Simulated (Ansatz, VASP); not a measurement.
**One calculation of SiC, two programs**

INCAR

```
SYSTEM = SiC
  ALGO = Normal
  EDIFF = 1E-6
  ENCUT = 520
  GGA = PE
  ISIF = 2
  ISMEAR = -1
  LASPH = .TRUE.
  LCHARG = .FALSE.
  LREAL = .FALSE.
  LWAVE = .FALSE.
  NBANDS = 11
  NELM = 80
  PREC = Accurate
  SIGMA = 0.05
```

File KPOINTS:

```
k-points
0
G
  13 13 13
  0 0 0
```

File POSCAR:

```
SiC
1.0
    0.0000000000      2.0431105363      2.0431105363
    2.0431105363      0.0000000000      2.0431105363
    2.0431105363      2.0431105363      0.0000000000
Si C
1 1
Direct
    0.0000000000      0.0000000000      0.0000000000
    0.5000000000      0.5000000000      0.5000000000
```

Input for Ansatz:

```yaml
crystal:
  lattice:
    - [0.0, 2.0431105363, 2.0431105363]
    - [2.0431105363, 0.0, 2.0431105363]
    - [2.0431105363, 2.0431105363, 0.0]
  atoms:
    - { symbol: Si, position: [0.0, 0.0, 0.0] }
    - { symbol: C, position: [0.5, 0.5, 0.5] }
kpoints:
  mp_grid: { grid: [13, 13, 13] }
scf:
  occupations: { method: fermi_dirac, width: 0.05 }
hamiltonian:
  xc: pbe
  pseudopotentials: { kind: all_electron, lapw: { basis_error: 0.00025 } }
output:
  forces: true
  stress: true
  eigenvalues: true
```

Change from the starting cell: volume scaled by 1.02.

Alike in both runs: task single point; functional PBE; k mesh 13 × 13 × 13; occupations fermi-dirac, width 0.05 eV; no spin polarisation.

|  | VASP | Ansatz |
| --- | --- | --- |
| version | VASP 6.6.1 | Ansatz 0.2.0 |
| potentials or method | VASP PAW PBE potentials, release 64 (Si, C), cutoff 520 eV | all-electron LAPW, scalar-relativistic |

|  | VASP | Ansatz | Ansatz less VASP |
| --- | --- | --- | --- |
| pressure (GPa) | -4.7 | -4.7 | +0.05 |

Ansatz ran all-electron here, and VASP with PAW potentials.
